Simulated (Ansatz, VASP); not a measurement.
Two plane-wave programs on Cd3HgTe4

```
Cd Hg Te
1.0
     4.68735    0.00000    0.00000
     0.00000    4.68735    0.00000
     0.00000    0.00000   13.24264
Cd Hg Te
3 1 4
Cartesian
  0.0000 0.0000 0.0000
  2.3437 2.3437 3.3043
  2.3437 2.3437 9.9383
  0.0000 0.0000 6.6213
  2.3437 0.0000 1.6517
  0.0000 2.3437 4.9523
  2.3437 0.0000 8.2904
  0.0000 2.3437 11.5910
```

Alike in both runs: functional PBE; k mesh 8 × 8 × 4; occupations gaussian, width 0.01 eV; no spin polarisation.

Ansatz relaxed the structure, and its values are those at the end. VASP's run is a single point on that final structure, the one shown.

```csv
,VASP,Ansatz
version,VASP 6.6.1,Ansatz 0.2.0
potentials or method,"VASP PAW PBE potentials, release 64 (Cd, Hg, Te), cutoff 520 eV","scalar-relativistic, plane waves, PAW"
valence electrons in the cell,72,144
```

Ansatz gave:

| Item | Value |
| --- | --- |
| gap on the k mesh at the Fermi level (eV) | 0.18 |
| least direct gap on the mesh (eV) | 0.18 |
| pressure (GPa) | 0.0 |

Question: What did VASP give for the same quantities?

Answer: gap on the k mesh at the Fermi level (eV): 0.18; least direct gap on the mesh (eV): 0.18; pressure (GPa): 0.1.

VASP's potentials hold 72 valence electrons a cell and Ansatz's 144, so a difference there can come from the potentials and not from the codes.

Neither program's run includes spin-orbit coupling.
